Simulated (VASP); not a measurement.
# P2C2O (P-3m1) in VASP: single point with PBE+D3(BJ)

Aim: the single point of P2C2O with PBE+D3(BJ).

All numbers are computed with VASP 6.6.1; they aren't measurements. Logs are shortened: lines on timing, memory, paths and dates and some standing lists are left out, and cuts for length are marked.

## Step 1: The cell of the first run

The structure is trigonal, space group P-3m1 (No. 164). The conventional cell has a = 3.534 Å, b = 3.534 Å, c = 7.665 Å, α = 90.00°, β = 90.00°, γ = 120.00°. P (site symmetry 3m) has 1 C at 1.30 Å within 1.7 Å. Within 1.7 Å of C (site symmetry 3m) lie 1 P at 1.30 Å. Within 3.8 Å of O (site symmetry -3m) lie 6 C at 2.86 Å and 6 O at 3.53 Å.

## Step 2: Single point, PBE+D3(BJ)

File INCAR:

```
SYSTEM = P2C2O
ALGO = Normal
EDIFF = 1E-6
ENCUT = 520
GGA = PE
ISIF = 2
ISMEAR = 0
IVDW = 12
LASPH = .True.
LCHARG = .False.
LREAL = .False.
LWAVE = .False.
NBANDS = 20
NELM = 80
PREC = Accurate
SIGMA = 0.1
```

File KPOINTS:

```
k-points
0
Gamma
  6 6 2
  0 0 0
```

File POSCAR:

```
P2C2O
1.0
    3.5343514500      0.0000000000      0.0000000000
   -1.7671757300      3.0608381500      0.0000000000
    0.0000000000      0.0000000000      7.6653698500
P C O
2 2 1
Direct
    0.3333333300      0.6666666700      0.0679462200
    0.6666666700      0.3333333300      0.9320537800
    0.3333333300      0.6666666700      0.2377277400
    0.6666666700      0.3333333300      0.7622722600
    0.0000000000      0.0000000000      0.5000000000
```

Potentials or basis: VASP PAW PBE potentials, release 64 (P, C, O).

Launch:

```console
cat potpaw_PBE.64/P/POTCAR potpaw_PBE.64/C/POTCAR potpaw_PBE.64/O/POTCAR > POTCAR
mpirun -np 1 vasp_std > vasp.out
```

OUTCAR:

```text
SYSTEM = P2C2O
   EDIFF = 1E-6
   ENCUT = 520
   GGA = PE
   ISIF = 2
   ISMEAR = 0
   IVDW = 12
   LASPH = .True.
   LREAL = .False.
   NELM = 80
   PREC = Accurate
 IVDW          = 12

 ion  position               nearest neighbor table
   1  0.333  0.667  0.068-   3 1.30   2 2.29   2 2.29   2 2.29
   2  0.667  0.333  0.932-   4 1.30   1 2.29   1 2.29   1 2.29
   3  0.333  0.667  0.238-   1 1.30
   4  0.667  0.333  0.762-   2 1.30
   5  0.000  0.000  0.500-

  LATTYP: Found a hexagonal cell.
 ALAT       =     3.5343514500
 C/A-ratio  =     2.1688193601

  Lattice vectors:

 A1 = (   3.5343514500,   0.0000000000,   0.0000000000)
 A2 = (  -1.7671757300,   3.0608381500,   0.0000000000)
 A3 = (   0.0000000000,   0.0000000000,   7.6653698500)

Analysis of symmetry for initial positions (statically):
=====================================================================
 Subroutine PRICEL returns:
 Original cell was already a primitive cell.

 Routine SETGRP: Setting up the symmetry group for a
 hexagonal supercell.

 Subroutine GETGRP returns: Found 12 space group operations
 (whereof 12 operations were pure point group operations)
 out of a pool of 24 trial point group operations.

The static configuration has the point symmetry D_3d.

Analysis of symmetry for dynamics (positions and initial velocities):
=====================================================================
 Subroutine PRICEL returns:
 Original cell was already a primitive cell.

 Routine SETGRP: Setting up the symmetry group for a
 hexagonal supercell.

 Subroutine GETGRP returns: Found 12 space group operations
 (whereof 12 operations were pure point group operations)
 out of a pool of 24 trial point group operations.

The dynamic configuration has the point symmetry D_3d.

 Subroutine INISYM returns: Found 12 space group operations
 (whereof 12 operations are pure point group operations),
 and found     1 'primitive' translations

----------------------------------------------------------------------------------------

                                     Primitive cell

  volume of cell :      82.9246

  direct lattice vectors                    reciprocal lattice vectors
     3.534351450  0.000000000  0.000000000     0.282937341  0.163353950  0.000000000
    -1.767175730  3.060838150  0.000000000     0.000000000  0.326707899  0.000000000
     0.000000000  0.000000000  7.665369850     0.000000000  0.000000000  0.130456849

  length of vectors
     3.534351450  3.534351460  7.665369850     0.326707900  0.326707899  0.130456849

  position of ions in fractional coordinates (direct lattice)
     0.333333330  0.666666670  0.067946220
     0.666666670  0.333333330  0.932053780
     0.333333330  0.666666670  0.237727740
     0.666666670  0.333333330  0.762272260
     0.000000000  0.000000000  0.500000000

  ion indices of the primitive-cell ions
   primitive index   ion index
                 1           1
                 2           2
                 3           3
                 4           4
                 5           5

----------------------------------------------------------------------------------------

 KPOINTS: k-points

Automatic generation of k-mesh.
 Grid dimensions read from file:
 generate k-points for:    6    6    2

 Generating k-lattice:

  Cartesian coordinates                     Fractional coordinates (reciprocal lattice)
     0.047156223  0.027225658  0.000000000     0.166666667  0.000000000  0.000000000
     0.000000000  0.054451316  0.000000000     0.000000000  0.166666667  0.000000000
     0.000000000  0.000000000  0.065228425     0.000000000  0.000000000  0.500000000

  Length of vectors
     0.054451317  0.054451316  0.065228425

  Shift w.r.t. Gamma in fractional coordinates (k-lattice)
     0.000000000  0.000000000  0.000000000

 Subroutine IBZKPT returns following result:
 ===========================================

 Found     14 irreducible k-points:

 Following reciprocal coordinates:
            Coordinates               Weight
  0.000000  0.000000  0.000000      1.000000
  0.166667  0.000000  0.000000      6.000000
  0.333333  0.000000  0.000000      6.000000
  0.500000  0.000000  0.000000      3.000000
  0.166667  0.166667  0.000000      6.000000
  0.333333  0.166667  0.000000     12.000000
  0.333333  0.333333  0.000000      2.000000
  0.000000  0.000000  0.500000      1.000000
  0.166667  0.000000  0.500000      6.000000
  0.333333  0.000000  0.500000      6.000000
  0.500000  0.000000  0.500000      3.000000
  0.166667  0.166667  0.500000      6.000000
  0.333333  0.166667  0.500000     12.000000
  0.333333  0.333333  0.500000      2.000000
   k-points           NKPTS =     14   k-points in BZ     NKDIM =     14   number of bands    NBANDS=     20
   number of dos      NEDOS =    301   number of ions     NIONS =      5
   total plane-waves  NPLWV =  47040
   dimension x,y,z NGX =    28 NGY =   28 NGZ =   60
   dimension x,y,z NGXF=    56 NGYF=   56 NGZF=  120
   ions per type =               2   2   1
   NGX,Y,Z   is equivalent  to a cutoff of  13.17, 13.17, 13.01 a.u.
   NGXF,Y,Z  is equivalent  to a cutoff of  26.34, 26.34, 26.03 a.u.
 SYSTEM =  P2C2O
   PREC   = accura    normal or accurate (medium, high low for compatibility)
   ISTART =      0    job   : 0-new  1-cont  2-samecut
   ICHARG =      2    charge: 1-file 2-atom 10-const
   ISPIN  =      1    spin polarized calculation?
   LNONCOLLINEAR =      F non collinear calculations
   LSORBIT =      F    spin-orbit coupling
   LASPH  =      T    aspherical Exc in radial PAW
   ENCUT  =  520.0 eV  38.22 Ry    6.18 a.u.   6.57  6.57 14.25*2*pi/ulx,y,z
   NELM   =     80;   NELMIN=  2; NELMDL= -5     # of ELM steps
   EDIFF  = 0.1E-05   stopping-criterion for ELM
   LREAL  =      F    real-space projection
   EDIFFG = 0.1E-04   stopping-criterion for IOM
   NSW    =      0    number of steps for IOM
   IBRION =     -1    ionic relax: 0-MD 1-quasi-New 2-CG
   NFREE  =      0    steps in history (QN), initial steepest desc. (CG)
   ISIF   =      2    stress and relaxation
   ISYM   =      2    0-nonsym 1-usesym 2-fastsym
   POTIM  = 0.5000    time-step for ionic-motion
   TEBEG  =    0.0;   TEEND  =   0.0 temperature during run
   PSTRESS=    0.0 pullay stress
   NELECT =      24.0000    total number of electrons
   NUPDOWN=      -1.0000    fix difference up-down
   EMIN   =  10.00;   EMAX   =-10.00  energy-range for DOS
   EFERMI =   0.00;   METHOD = LEGACY
   ISMEAR =     0;   SIGMA  =   0.10  broadening in eV -4-tet -1-fermi 0-gaus
   EFERMI_NEDOS =   21; number of points for ismear=-14 and -15
   IALGO  =     38    algorithm
   IMIX   =      4    mixing-type and parameters
     AMIX     =   0.40;   BMIX     =  1.00
     AMIX_MAG =   1.60;   BMIX_MAG =  1.00
  volume/ion in A,a.u.               =      16.58       111.92
  Fermi-wavevector in a.u.,A,eV,Ry     =   1.082890  2.046365 15.954870  1.172650
  Thomas-Fermi vector in A             =   2.218942
   LORBIT       =      0    0 simple, 1 ext, 2 COOP (PROOUT), +10 PAW based schemes
   GGA     = PE    functional components
   LHFCALC =     F    Hartree Fock is set to
   AEXX    =    0.0000 exact exchange contribution
   IVDW    =    12    specifies the selected vdW correction
   LEPSILON=     F    determine dielectric tensor
   LRPA    =     F    only Hartree local field effects (RPA)
 non-spin polarized calculation
 Gauss-broadening in eV      SIGMA  =   0.10
  energy-cutoff  :      520.00
  volume of cell :       82.92
 maximum number of plane-waves:      2285
 NGX is ok and might be reduce to    28
   NGX = 13   NGY = 13   NGZ = 29

 number of electron      24.0000006 magnetization

 Free energy of the ion-electron system (eV)
  ---------------------------------------------------
  ext. energy  EPLUGINS =         0.00000000
  ---------------------------------------------------
  free energy    TOTEN  =       -12.75153477 eV

  energy without entropy =      -12.73686430  energy(sigma->0) =      -12.74419953

 E-fermi :   1.1330     XC(G=0):  -8.7956

 val. band max:        1.1232576128   @ k =   0.1667   0.0000   0.5000
 cond. band min:       1.2887419001   @ k =   0.0000   0.0000   0.0000
 fundamental gap:      0.1654842873
 Fermi energy:         1.1330211377

 k-point     1 :       0.0000    0.0000    0.0000
  band No.  band energies     occupation
      1     -15.3379      2.00000
      2     -14.3117      2.00000
      3     -12.6457      2.00000
      4      -7.7456      2.00000
      5      -2.6680      2.00000
      6      -2.6680      2.00000
[... 12 lines left out ...]
     19       6.4786      0.00000
     20       9.4059      0.00000

 k-point     2 :       0.1667    0.0000    0.0000
  band No.  band energies     occupation
      1     -15.0695      2.00000
      2     -14.2764      2.00000
      3     -12.6064      2.00000
      4      -7.7037      2.00000
      5      -4.2424      2.00000
      6      -3.1004      2.00000
[... 12 lines left out ...]
     19       7.4027      0.00000
     20      10.3824      0.00000

 k-point     3 :       0.3333    0.0000    0.0000
  band No.  band energies     occupation
      1     -14.3924      2.00000
      2     -14.1793      2.00000
      3     -12.6388      2.00000
      4      -7.6071      2.00000
      5      -6.2410      2.00000
      6      -3.7346      2.00000
[... 12 lines left out ...]
     19       8.8930      0.00000
     20      10.0434      0.00000

 k-point     4 :       0.5000    0.0000    0.0000
  band No.  band energies     occupation
      1     -14.2006      2.00000
      2     -13.7556      2.00000
      3     -12.8546      2.00000
      4      -7.3236      2.00000
      5      -7.3090      2.00000
      6      -3.9897      2.00000
[... 199 lines left out ...]
 k-point    13 :       0.3333    0.1667    0.5000
  band No.  band energies     occupation
      1     -14.2009      2.00000
      2     -13.7988      2.00000
      3     -12.8062      2.00000
      4      -7.4460      2.00000
      5      -6.8204      2.00000
      6      -4.8739      2.00000
[... 12 lines left out ...]
     19       9.7875      0.00000
     20      10.7230      0.00000

 k-point    14 :       0.3333    0.3333    0.5000
  band No.  band energies     occupation
      1     -14.1812      2.00000
      2     -13.2038      2.00000
      3     -13.2038      2.00000
      4      -7.0878      2.00000
      5      -7.0878      2.00000
      6      -5.8025      2.00000
[... 12 lines left out ...]
     19       9.6802      0.00000
     20       9.6802      0.00000

------------------------ aborting loop because EDIFF is reached ----------------------------------------

 Edisp (eV)   -1.10748

 E8    (eV) :    -0.3797

  FORCE on cell =-STRESS in cart. coord.  units (eV):
  Direction    XX          YY          ZZ          XY          YZ          ZX
  --------------------------------------------------------------------------------------
  -------------------------------------------------------------------------------------
  Total       1.18252     1.18252    72.65107    -0.00000     0.00000     0.00000
  in kB      22.84739    22.84739  1403.68402    -0.00000     0.00000     0.00000
  external pressure =      483.13 kB  Pullay stress =        0.00 kB

 VOLUME and BASIS-vectors are now :
 -----------------------------------------------------------------------------
  energy-cutoff  :      520.00
  volume of cell :       82.92
      direct lattice vectors                 reciprocal lattice vectors
     3.534351450  0.000000000  0.000000000     0.282937341  0.163353950  0.000000000
    -1.767175730  3.060838150  0.000000000     0.000000000  0.326707899  0.000000000
     0.000000000  0.000000000  7.665369850     0.000000000  0.000000000  0.130456849

 POSITION                                       TOTAL-FORCE (eV/Angst)
 -----------------------------------------------------------------------------------
     -0.00000      2.04056      0.52083        -0.000000      0.000000    -25.576951
      1.76718      1.02028      7.14454         0.000000     -0.000000     25.576951
     -0.00000      2.04056      1.82227         0.000000      0.000000     30.465201
      1.76718      1.02028      5.84310        -0.000000     -0.000000    -30.465201
      0.00000      0.00000      3.83268         0.000000      0.000000     -0.000000
 -----------------------------------------------------------------------------------
    total drift:                               -0.000000     -0.000000      0.000000

  FREE ENERGIE OF THE ION-ELECTRON SYSTEM (eV)
  ---------------------------------------------------
  free  energy   TOTEN  =       -13.8590117691 eV

  energy  without entropy=      -13.8443412999  energy(sigma->0) =      -13.85167653
```

Run time: 34 s. Hardware: 1 thread of AMD EPYC 7R43 (Zen 3), shared host; peak memory 0.18 GiB.

Results:

```
Free energy                : -13.8590 eV
Pressure                   : 48.3 GPa
Largest force              : 30.465 eV/Å
Band gap on the k mesh     : zero (band 12 reaches 1.12 eV, above the bottom of band 13 at 0.95 eV)
Dispersion energy per atom : -0.221 eV
```

Forces in eV/Å, atoms in the order of the input:
```
P     0.000   0.000 -25.577
P     0.000   0.000  25.577
C     0.000   0.000  30.465
C     0.000   0.000 -30.465
O     0.000   0.000   0.000
```

Levels at points of the mesh, in eV from the Fermi level:
```
           k point  band 9  band 10  band 11  band 12  band 13  band 14  band 15  band 16
(0.00, 0.00, 0.00)   -1.66    -1.09    -0.07    -0.07     0.16     0.92     2.30     2.30
(0.50, 0.00, 0.00)   -1.68    -1.67    -0.42    -0.32    -0.18     0.75     1.17     2.07
(0.00, 0.00, 0.50)   -1.64    -1.64    -0.11    -0.11     0.65     0.77     2.35     2.35
(0.50, 0.00, 0.50)   -1.75    -1.53    -0.44    -0.27    -0.16     0.76     1.28     1.96
```

Caveat: the k points lie up to 0.41 Å⁻¹ apart; pairwise dispersion overbinds metals, which lowers pressure and volume; forces of over 1 eV/Å act on the atoms, so gaps and moduli don't describe the material at rest.
